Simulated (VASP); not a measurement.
Here is a VASP 6.6.1 calculation.

The input INCAR:

```
SYSTEM = Ca
PREC = Accurate ; ENCUT = 520
EDIFF = 1E-7 ; ISMEAR = 0
SIGMA = 0.1 ; LREAL = .False.
LASPH = .True. ; NELM = 60
ALGO = Normal ; ISIF = 2
LWAVE = .False. ; LCHARG = .False.
GGA = PE ; NBANDS = 11
```

File KPOINTS:

```
Automatic mesh
0
Gamma
  14 14 14
  0 0 0
```

POSCAR

```
Ca
1.0
    0.0000000000      2.8515667371      2.8515667371
    2.8515667371      0.0000000000      2.8515667371
    2.8515667371      2.8515667371      0.0000000000
Ca
1
Direct
    0.0000000000      0.0000000000      0.0000000000
```

Potentials or basis: VASP PAW PBE potentials, release 64 (Ca_sv).

Launch:

```sh
$ cat potpaw_PBE.64/Ca_sv/POTCAR > POTCAR
$ mpirun -np 1 vasp_std > vasp.out
```

Question: Estimate the pressure.

Answer: -1.4 GPa.

Question: Estimate the band gap on the k mesh.

Answer: Zero (band 5 reaches 1.80 eV, above the bottom of band 6 at 1.38 eV).
